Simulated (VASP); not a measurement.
# WS2 in VASP: single point with LDA

Aim: the single point of WS2 with LDA.

All numbers are computed with VASP 6.6.1; they aren't measurements. Logs are shortened: lines on timing, memory, paths and dates and some standing lists are left out, and cuts for length are marked.

## 1. The cell of the first run

The cell holds a slab with vacuum, 3 atoms: a = 3.184 Å, b = 3.184 Å, c = 16.951 Å, α = 90.00°, β = 90.00°, γ = 120.00°.

## 2. Single point, LDA (atoms displaced along a vibrational mode)

Input file INCAR:

```
SYSTEM = WS2
ALGO = Normal
EDIFF = 1E-6
ENCUT = 520
ISIF = 2
ISMEAR = 0
LASPH = .True.
LCHARG = .False.
LREAL = .False.
LWAVE = .False.
NBANDS = 20
NELM = 100
PREC = Accurate
SIGMA = 0.05
```

Input file KPOINTS:

```
k-points
0
Gamma
  12 12 2
  0 0 0
```

Input file POSCAR:

```
WS2
1.0
    3.1835163552      0.0000000000      0.0000000000
   -1.5917581776      2.7570060369      0.0000000000
    0.0000000000      0.0000000000     16.9505778900
W S
1 2
Direct
    0.3292248864      0.6666666667      0.0000000000
    0.6784460941      0.3333333333      0.9079994900
    0.6784460941      0.3333333333      0.0920005100
```

Potentials or basis: VASP PAW LDA potentials, release 64 (W_sv, S).

Command:

```console
cat potpaw_LDA.64/W_sv/POTCAR potpaw_LDA.64/S/POTCAR > POTCAR
mpirun -np 1 vasp_std > vasp.out
```

OUTCAR:

```text
SYSTEM = WS2
   EDIFF = 1E-6
   ENCUT = 520
   ISIF = 2
   ISMEAR = 0
   LASPH = .True.
   LREAL = .False.
   NELM = 100
   PREC = Accurate

 ion  position               nearest neighbor table
   1  0.329  0.667  0.000-   2 2.38   3 2.38   2 2.41   3 2.41   2 2.44   3 2.44
   2  0.678  0.333  0.908-   1 2.38   1 2.41   1 2.44
   3  0.678  0.333  0.092-   1 2.38   1 2.41   1 2.44

  LATTYP: Found a hexagonal cell.
 ALAT       =     3.1835163552
 C/A-ratio  =     5.3244827413

  Lattice vectors:

 A1 = (   3.1835163552,   0.0000000000,   0.0000000000)
 A2 = (  -1.5917581776,   2.7570060369,   0.0000000000)
 A3 = (   0.0000000000,   0.0000000000,  16.9505778900)

Analysis of symmetry for initial positions (statically):
=====================================================================
 Subroutine PRICEL returns:
 Original cell was already a primitive cell.

 Routine SETGRP: Setting up the symmetry group for a
 hexagonal supercell.

 Subroutine GETGRP returns: Found  2 space group operations
 (whereof  2 operations were pure point group operations)
 out of a pool of 24 trial point group operations.

The static configuration has the point symmetry C_1h.

Analysis of symmetry for dynamics (positions and initial velocities):
=====================================================================
 Subroutine PRICEL returns:
 Original cell was already a primitive cell.

 Routine SETGRP: Setting up the symmetry group for a
 hexagonal supercell.

 Subroutine GETGRP returns: Found  2 space group operations
 (whereof  2 operations were pure point group operations)
 out of a pool of 24 trial point group operations.

The dynamic configuration has the point symmetry C_1h.

 Subroutine INISYM returns: Found  2 space group operations
 (whereof  2 operations are pure point group operations),
 and found     1 'primitive' translations

----------------------------------------------------------------------------------------

                                     Primitive cell

  volume of cell :     148.7748

  direct lattice vectors                    reciprocal lattice vectors
     3.183516355  0.000000000  0.000000000     0.314118066  0.181356150  0.000000000
    -1.591758178  2.757006037  0.000000000     0.000000000  0.362712300  0.000000000
     0.000000000  0.000000000 16.950577890     0.000000000  0.000000000  0.058995039

  length of vectors
[... 80 lines left out ...]
   LSORBIT =      F    spin-orbit coupling
   LASPH  =      T    aspherical Exc in radial PAW
   ENCUT  =  520.0 eV  38.22 Ry    6.18 a.u.   5.92  5.92 31.52*2*pi/ulx,y,z
   NELM   =    100;   NELMIN=  2; NELMDL= -5     # of ELM steps
   EDIFF  = 0.1E-05   stopping-criterion for ELM
   LREAL  =      F    real-space projection
   EDIFFG = 0.1E-04   stopping-criterion for IOM
   NSW    =      0    number of steps for IOM
   IBRION =     -1    ionic relax: 0-MD 1-quasi-New 2-CG
   NFREE  =      0    steps in history (QN), initial steepest desc. (CG)
   ISIF   =      2    stress and relaxation
   ISYM   =      2    0-nonsym 1-usesym 2-fastsym
   POTIM  = 0.5000    time-step for ionic-motion
   TEBEG  =    0.0;   TEEND  =   0.0 temperature during run
   PSTRESS=    0.0 pullay stress
   NELECT =      26.0000    total number of electrons
   NUPDOWN=      -1.0000    fix difference up-down
   EMIN   =  10.00;   EMAX   =-10.00  energy-range for DOS
   EFERMI =   0.00;   METHOD = LEGACY
   ISMEAR =     0;   SIGMA  =   0.05  broadening in eV -4-tet -1-fermi 0-gaus
   EFERMI_NEDOS =   21; number of points for ismear=-14 and -15
   IALGO  =     38    algorithm
   IMIX   =      4    mixing-type and parameters
     AMIX     =   0.40;   BMIX     =  1.00
     AMIX_MAG =   1.60;   BMIX_MAG =  1.00
  volume/ion in A,a.u.               =      49.59       334.66
  Fermi-wavevector in a.u.,A,eV,Ry     =   0.915285  1.729637 11.398226  0.837746
  Thomas-Fermi vector in A             =   2.040009
   LORBIT       =      0    0 simple, 1 ext, 2 COOP (PROOUT), +10 PAW based schemes
   GGA     = CA    functional components
   LHFCALC =     F    Hartree Fock is set to
   AEXX    =    0.0000 exact exchange contribution
   IVDW    =     0    specifies the selected vdW correction
   LEPSILON=     F    determine dielectric tensor
   LRPA    =     F    only Hartree local field effects (RPA)
 non-spin polarized calculation
 Gauss-broadening in eV      SIGMA  =   0.05
  energy-cutoff  :      520.00
  volume of cell :      148.77
 maximum number of plane-waves:      4032
   NGX = 11   NGY = 11   NGZ = 63

 number of electron      25.9999998 magnetization

 Free energy of the ion-electron system (eV)
  ---------------------------------------------------
  ext. energy  EPLUGINS =         0.00000000
  ---------------------------------------------------
  free energy    TOTEN  =       -26.08975982 eV

  energy without entropy =      -26.08975982  energy(sigma->0) =      -26.08975982

 E-fermi :  -1.0663     XC(G=0):  -4.6387

 val. band max:       -1.4491118122   @ k =   0.3333   0.3333   0.5000
 cond. band min:       0.3338411659   @ k =   0.3333   0.3333   0.0000
 fundamental gap:      1.7829529781
 Fermi energy:        -1.0662817912

 k-point     1 :       0.0000    0.0000    0.0000
  band No.  band energies     occupation
      1     -74.9858      2.00000
      2     -39.4963      2.00000
      3     -39.3405      2.00000
      4     -39.3292      2.00000
      5     -16.1093      2.00000
      6     -14.4280      2.00000
[... 541 lines left out ...]
     19       5.1487      0.00000
     20       6.0129      0.00000

 [... further k-points ...]

------------------------ aborting loop because EDIFF is reached ----------------------------------------

  FORCE on cell =-STRESS in cart. coord.  units (eV):
  Direction    XX          YY          ZZ          XY          YZ          ZX
  --------------------------------------------------------------------------------------
  -------------------------------------------------------------------------------------
  Total       -2.1040573     -2.0964373     -1.0451555      0.3216638      0.0000000      0.0000000
  in kB      -22.6589009    -22.5768398    -11.2554318      3.4640444      0.0000000      0.0000000
  external PRESSURE =     -18.8303909 kB  Pullay stress =       0.0000000 kB

 VOLUME and BASIS-vectors are now :
 -----------------------------------------------------------------------------
  energy-cutoff  :      520.00
  volume of cell :      148.77
      direct lattice vectors                 reciprocal lattice vectors
     3.183516355  0.000000000  0.000000000     0.314118066  0.181356150  0.000000000
    -1.591758178  2.757006037  0.000000000     0.000000000  0.362712300  0.000000000
     0.000000000  0.000000000 16.950577890     0.000000000  0.000000000  0.058995039

 POSITION                                       TOTAL-FORCE (eV/Angst)
 -----------------------------------------------------------------------------------
     -0.01308      1.83800      0.00000         1.053597      0.011383      0.000000
      1.62926      0.91900     15.39112        -0.526798     -0.005691      0.326003
      1.62926      0.91900      1.55946        -0.526798     -0.005691     -0.326003
 -----------------------------------------------------------------------------------
    total drift:                               -0.000076      0.000024      0.000000

  FREE ENERGIE OF THE ION-ELECTRON SYSTEM (eV)
  ---------------------------------------------------
  free  energy   TOTEN  =       -26.0897598162 eV

  energy  without entropy=      -26.0897598162  energy(sigma->0) =      -26.08975982
```

OSZICAR:

```text
N       E                     dE             d eps       ncg     rms          rms(c)
DAV:   1     0.174442188270E+03    0.17444E+03   -0.13862E+04  7112   0.108E+03
DAV:   2    -0.139967811341E+02   -0.18844E+03   -0.18290E+03  7756   0.257E+02
DAV:   3    -0.272502827930E+02   -0.13254E+02   -0.13156E+02  7892   0.662E+01
[... 13 lines left out ...]
DAV:  17    -0.260897174759E+02   -0.36445E-04   -0.44367E-06  6784   0.814E-03    0.577E-03
DAV:  18    -0.260897434553E+02   -0.25979E-04   -0.10794E-06  5868   0.364E-03    0.343E-03
DAV:  19    -0.260897538978E+02   -0.10443E-04   -0.47069E-07  5776   0.222E-03    0.161E-03
DAV:  20    -0.260897591998E+02   -0.53020E-05   -0.31674E-07  5748   0.163E-03    0.180E-03
DAV:  21    -0.260897598162E+02   -0.61633E-06   -0.21776E-08  4568   0.584E-04
   1 F= -.26089760E+02 E0= -.26089760E+02  d E =-.143425E-28
```

Run time: 5.1 min. Hardware: 1 thread of AMD EPYC 9R45 (Zen 5), shared host; peak memory 0.47 GiB.

What came out:

- Free energy: -26.0898 eV
- Largest force: 1.054 eV/Å
- Band gap on the k mesh: 1.78 eV

Forces on the atoms (eV/Å):
```
W    1.054  0.011  0.000
S   -0.527 -0.006  0.326
S   -0.527 -0.006 -0.326
```

Levels at points of the mesh, in eV from the valence-band top:
```tsv
k point	band 10	band 11	band 12	band 13	band 14	band 15	band 16	band 17
(0.00, 0.00, 0.00)	-2.06	-1.84	-1.38	-0.01	2.62	2.96	3.17	3.20
(0.50, 0.00, 0.00)	-3.33	-2.13	-1.24	-0.93	2.78	3.29	4.14	4.77
(0.00, 0.50, 0.00)	-3.41	-2.04	-1.31	-0.78	2.81	3.29	3.92	4.87
(0.50, 0.50, 0.00)	-3.50	-1.96	-1.27	-0.76	2.85	3.28	3.87	4.84
(0.00, 0.00, 0.50)	-2.06	-1.84	-1.38	-0.01	2.62	2.96	3.17	3.20
(0.50, 0.00, 0.50)	-3.33	-2.13	-1.24	-0.93	2.78	3.29	4.14	4.77
(0.00, 0.50, 0.50)	-3.41	-2.04	-1.31	-0.78	2.81	3.29	3.92	4.87
(0.50, 0.50, 0.50)	-3.50	-1.96	-1.27	-0.76	2.85	3.28	3.87	4.84
```

Caveat: the cell differs from its parent crystal (atoms displaced along a vibrational mode); there is no dipole correction, which matters where the two faces differ; spin-orbit coupling is left out, which moves the levels of the heavy elements.
